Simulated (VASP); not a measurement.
# Rh (Cmcm) in VASP: notebook, part 2 of 2

VASP 6.6.1. Earlier steps stand in the parts before.

## Step 3: Single point, LDA

This run uses another cell than the first one, of the same volume but with other edges.

File INCAR:

```
SYSTEM = Rh
ALGO = Fast
EDIFF = 1E-7
ENCUT = 520
GGA = CA
ISIF = 2
ISMEAR = 0
LASPH = .TRUE.
LCHARG = .FALSE.
LREAL = .FALSE.
LWAVE = .FALSE.
NBANDS = 38
NELM = 60
PREC = Accurate
SIGMA = 0.15
```

File KPOINTS:

```
k-points
0
G
  18 18 6
  0 0 0
```

File POSCAR:

```
Rh
1.0
    2.9981840150      0.0000000000      0.0000000000
   -1.4990920075      2.2591398633      0.0000000000
    0.0000000000      0.0000000000      7.7135244811
Rh
4
Direct
    0.0000000000      0.0000000000      0.0000000000
    0.3333333333      0.6666666667      0.2500000000
    0.0000000000      0.0000000000      0.5000000000
    0.6666666667      0.3333333333      0.7500000000
```

Potentials or basis: VASP PAW LDA potentials, release 64 (Rh_pv).

Launch:

```sh
cat potpaw_LDA.64/Rh_pv/POTCAR > POTCAR
mpirun -np 1 vasp_std > vasp.out
```

OUTCAR:

```text
SYSTEM = Rh
   EDIFF = 1E-7
   ENCUT = 520
   GGA = CA
   ISIF = 2
   ISMEAR = 0
   LASPH = .TRUE.
   LREAL = .FALSE.
   NELM = 60
   PREC = Accurate

 ion  position               nearest neighbor table
   1  0.000  0.000  0.000-   2 2.45   4 2.45   4 2.56   2 2.56   4 2.56   2 2.56
   2  0.333  0.667  0.250-   1 2.45   3 2.45   1 2.56   3 2.56   1 2.56   3 2.56
   3  0.000  0.000  0.500-   2 2.45   4 2.45   4 2.56   2 2.56   4 2.56   2 2.56
   4  0.667  0.333  0.750-   1 2.45   3 2.45   1 2.56   3 2.56   1 2.56   3 2.56

  Warning from LATTYP: Monoclinic adjustment (A1->A3, A2->A1, A3->A2)!
  LATTYP: Found a base centered orthorhombic cell.
 ALAT       =     2.9981840150
 B/A-ratio  =     1.5070054753
 C/A-ratio  =     2.5727321747

  Lattice vectors:

 A1 = (   1.4990920075,  -2.2591398633,   0.0000000000)
 A2 = (   1.4990920075,   2.2591398633,   0.0000000000)
 A3 = (   0.0000000000,   0.0000000000,   7.7135244811)

Analysis of symmetry for initial positions (statically):
=====================================================================
 Subroutine PRICEL returns:
 Original cell was already a primitive cell.

 Routine SETGRP: Setting up the symmetry group for a
 base centered orthorhombic supercell.

 Subroutine GETGRP returns: Found  8 space group operations
 (whereof  4 operations were pure point group operations)
 out of a pool of  8 trial point group operations.

The static configuration has the point symmetry C_2h.
 The point group associated with its full space group is D_2h.

Analysis of symmetry for dynamics (positions and initial velocities):
=====================================================================
 Subroutine PRICEL returns:
 Original cell was already a primitive cell.

 Routine SETGRP: Setting up the symmetry group for a
 base centered orthorhombic supercell.

[... 120 lines left out ...]
   NELECT =      60.0000    total number of electrons
   NUPDOWN=      -1.0000    fix difference up-down
   EMIN   =  10.00;   EMAX   =-10.00  energy-range for DOS
   EFERMI =   0.00;   METHOD = LEGACY
   ISMEAR =     0;   SIGMA  =   0.15  broadening in eV -4-tet -1-fermi 0-gaus
   EFERMI_NEDOS =   21; number of points for ismear=-14 and -15
   IALGO  =     68    algorithm
   IMIX   =      4    mixing-type and parameters
     AMIX     =   0.40;   BMIX     =  1.00
     AMIX_MAG =   1.60;   BMIX_MAG =  1.00
  volume/ion in A,a.u.               =      13.06        88.14
  Fermi-wavevector in a.u.,A,eV,Ry     =   1.714380  3.239709 39.988879  2.939100
  Thomas-Fermi vector in A             =   2.791949
   LORBIT       =      0    0 simple, 1 ext, 2 COOP (PROOUT), +10 PAW based schemes
   GGA     = CA    functional components
   LHFCALC =     F    Hartree Fock is set to
   AEXX    =    0.0000 exact exchange contribution
   IVDW    =     0    specifies the selected vdW correction
   LEPSILON=     F    determine dielectric tensor
   LRPA    =     F    only Hartree local field effects (RPA)
 non-spin polarized calculation
 RMM-DIIS sequential band-by-band and
 Gauss-broadening in eV      SIGMA  =   0.15
  energy-cutoff  :      520.00
  volume of cell :       52.25
 maximum number of plane-waves:      1442
   NGX = 11   NGY = 11   NGZ = 29

 number of electron      60.0000020 magnetization

 Free energy of the ion-electron system (eV)
  ---------------------------------------------------
  ext. energy  EPLUGINS =         0.00000000
  ---------------------------------------------------
  free energy    TOTEN  =       -33.40946406 eV

  energy without entropy =      -33.34796525  energy(sigma->0) =      -33.37871466

 E-fermi :  12.6793     XC(G=0): -14.6429

 val. band max:       12.6788852290   @ k =  -0.4444   0.1667   0.1667
 cond. band min:      12.6803664078   @ k =   0.1111   0.1667   0.1667
 fundamental gap:      0.0014811788
 Fermi energy:        12.6793378807

 k-point     1 :       0.0000    0.0000    0.0000
  band No.  band energies     occupation
      1     -34.7398      2.00000
      2     -34.1834      2.00000
      3     -34.1180      2.00000
      4     -33.7486      2.00000
      5     -33.7441      2.00000
      6     -33.6886      2.00000
[... 973 lines left out ...]
     37      24.0440      0.00000
     38      24.3624      0.00000

 [... further k-points ...]
[... 5 lines left out ...]
  --------------------------------------------------------------------------------------
  -------------------------------------------------------------------------------------
  Total       -0.9641894      2.8572321     15.6908014      0.0000000      0.0000000      0.0000000
  in kB      -29.5677773     87.6197145    481.1732121      0.0000000      0.0000000      0.0000000
  external PRESSURE =     179.7417164 kB  Pullay stress =       0.0000000 kB

 VOLUME and BASIS-vectors are now :
 -----------------------------------------------------------------------------
  energy-cutoff  :      520.00
  volume of cell :       52.25
      direct lattice vectors                 reciprocal lattice vectors
     2.998184015  0.000000000  0.000000000     0.333535232  0.221323172  0.000000000
    -1.499092008  2.259139863  0.000000000     0.000000000  0.442646344  0.000000000
     0.000000000  0.000000000  7.713524481     0.000000000  0.000000000  0.129642423

 POSITION                                       TOTAL-FORCE (eV/Angst)
 -----------------------------------------------------------------------------------
      0.00000      0.00000      0.00000         0.000000      0.000000      0.000000
     -0.00000      1.50609      1.92838        -0.000000      1.028237      0.000000
      0.00000      0.00000      3.85676         0.000000      0.000000      0.000000
      1.49909      0.75305      5.78514         0.000000     -1.028237      0.000000
 -----------------------------------------------------------------------------------
    total drift:                               -0.000000      0.000000     -0.000000

  FREE ENERGIE OF THE ION-ELECTRON SYSTEM (eV)
  ---------------------------------------------------
  free  energy   TOTEN  =       -33.4094640632 eV

  energy  without entropy=      -33.3479652482  energy(sigma->0) =      -33.37871466
```

OSZICAR:

```text
N       E                     dE             d eps       ncg     rms          rms(c)
DAV:   1     0.781212900022E+03    0.78121E+03   -0.36505E+04 28024   0.185E+03
DAV:   2    -0.905439080777E+01   -0.79027E+03   -0.76795E+03 28972   0.581E+02
DAV:   3    -0.351164370646E+02   -0.26062E+02   -0.25406E+02 30638   0.116E+02
DAV:   4    -0.353681055504E+02   -0.25167E+00   -0.25146E+00 30666   0.115E+01
DAV:   5    -0.353724575432E+02   -0.43520E-02   -0.43519E-02 30798   0.153E+00    0.256E+01
RMM:   6    -0.335242957612E+02    0.18482E+01   -0.50155E+00 27872   0.149E+01    0.101E+01
RMM:   7    -0.335896054444E+02   -0.65310E-01   -0.73150E-01 28367   0.459E+00    0.510E+00
RMM:   8    -0.334345542315E+02    0.15505E+00   -0.33118E-01 28307   0.350E+00    0.282E+00
RMM:   9    -0.334102015109E+02    0.24353E-01   -0.52093E-02 29068   0.181E+00    0.508E-01
RMM:  10    -0.334093840497E+02    0.81746E-03   -0.32966E-03 30246   0.439E-01    0.905E-02
RMM:  11    -0.334094505536E+02   -0.66504E-04   -0.64660E-04 34839   0.190E-01    0.187E-02
RMM:  12    -0.334094620639E+02   -0.11510E-04   -0.13754E-04 37701   0.846E-02    0.162E-02
RMM:  13    -0.334094631738E+02   -0.11099E-05   -0.26222E-05 31359   0.455E-02    0.660E-03
RMM:  14    -0.334094639075E+02   -0.73369E-06   -0.81301E-06 33548   0.241E-02    0.248E-03
RMM:  15    -0.334094639911E+02   -0.83539E-07   -0.20998E-06 29613   0.135E-02    0.751E-04
RMM:  16    -0.334094640632E+02   -0.72112E-07   -0.76161E-07 24135   0.722E-03
   1 F= -.33409464E+02 E0= -.33378715E+02  d E =-.614988E-01
```

It took 9 min on 1 thread of Intel Xeon Platinum 8375C at 2.90GHz (Ice Lake), shared host; peak memory 0.54 GiB.

Results:

| Quantity | Value |
| --- | --- |
| Free energy | -33.4095 eV |
| Pressure | 18.0 GPa |
| Largest force | 1.028 eV/Å |
| Band gap on the k mesh | zero (bands 30 and 31 overlap by 2.23 eV) |

Forces on the atoms (eV/Å):
```
Rh   0.000  0.000  0.000
Rh   0.000  1.028  0.000
Rh   0.000  0.000  0.000
Rh   0.000 -1.028  0.000
```

Stress tensor (GPa, compression positive):
```
-2.96  0.00  0.00
 0.00  8.76  0.00
 0.00  0.00 48.12
```

Levels at points of the mesh, in eV from the Fermi level:
| k point | band 26 | band 27 | band 28 | band 29 | band 30 | band 31 | band 32 | band 33 | band 34 | band 35 |
| --- | --- | --- | --- | --- | --- | --- | --- | --- | --- | --- |
| (0.00, 0.00, 0.00) | -1.93 | -1.92 | -1.86 | -1.72 | -1.42 | -1.36 | -0.23 | 0.41 | 0.81 | 1.27 |
| (0.50, 0.00, 0.00) | -0.38 | -0.35 | -0.31 | 0.16 | 0.65 | 0.93 | 0.95 | 1.50 | 1.99 | 3.84 |
| (0.00, 0.50, 0.00) | 0.12 | 0.39 | 0.41 | 0.83 | 0.85 | 0.99 | 1.53 | 1.74 | 3.24 | 4.97 |
| (0.00, 0.00, 0.50) | -2.39 | -1.59 | -1.59 | -0.63 | -0.63 | 0.09 | 0.09 | 0.19 | 0.19 | 0.63 |
| (0.50, 0.00, 0.50) | -1.24 | -0.32 | -0.32 | -0.20 | -0.20 | 0.60 | 0.60 | 2.45 | 2.45 | 3.89 |
| (0.00, 0.50, 0.50) | -0.66 | -0.29 | -0.29 | 0.21 | 0.21 | 0.80 | 0.80 | 3.44 | 3.44 | 5.10 |

Caveat: the cell differs from its parent crystal (strain +e along x and -e along y +0.0733, strain +e along z and -e/2 along x and y -0.1100); the stress differs along the axes, from -3 to 48 GPa; forces of over 1 eV/Å act on the atoms, so gaps and moduli don't describe the material at rest.
